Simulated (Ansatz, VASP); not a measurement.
# CsTlH4 in VASP and in Ansatz

```xyz
6
Lattice="4.9410 0.0000 0.0000 0.0000 4.9410 0.0000 0.0000 0.0000 6.9877" Properties=species:S:1:pos:R:3 pbc="T T T"
Cs    2.4705    2.4705    3.4938
Tl    0.0000    0.0000    0.0000
H     2.4705    0.0000    1.7469
H     0.0000    2.4705    5.2408
H     2.4705    0.0000    5.2408
H     0.0000    2.4705    1.7469
```

Alike in both runs: task relaxation of cell and atoms; functional PBE; k mesh 4 × 4 × 4; occupations gaussian, width 0.1 eV; no spin polarisation.

|  | VASP | Ansatz |
| --- | --- | --- |
| version | VASP 6.6.1 | Ansatz 0.2.0 |
| potentials or method | VASP PAW PBE potentials, release 64 (Cs_sv, Tl_d, H), cutoff 600 eV | scalar-relativistic, plane waves, PAW |
| valence electrons in the cell | 26 | 26 |

Ansatz gave:

```
gap on the k mesh at the Fermi level, each at its own relaxed structure (eV) : none
relaxed volume (Å³/atom)                                                     : 17.76
relaxed cell length with the largest relative difference (Å)                 : 4.058
```

Q: Estimate VASP's values.

A: gap on the k mesh at the Fermi level, each at its own relaxed structure (eV): none; relaxed volume (Å³/atom): 16.97; relaxed cell length with the largest relative difference (Å): 3.922.

A gap of «none» marks a metal or a gap that the smearing closes.

Spin-orbit coupling is off throughout. Noted on VASP's run: the volume moved by over 15 % at a fixed basis, so the end points are rough.
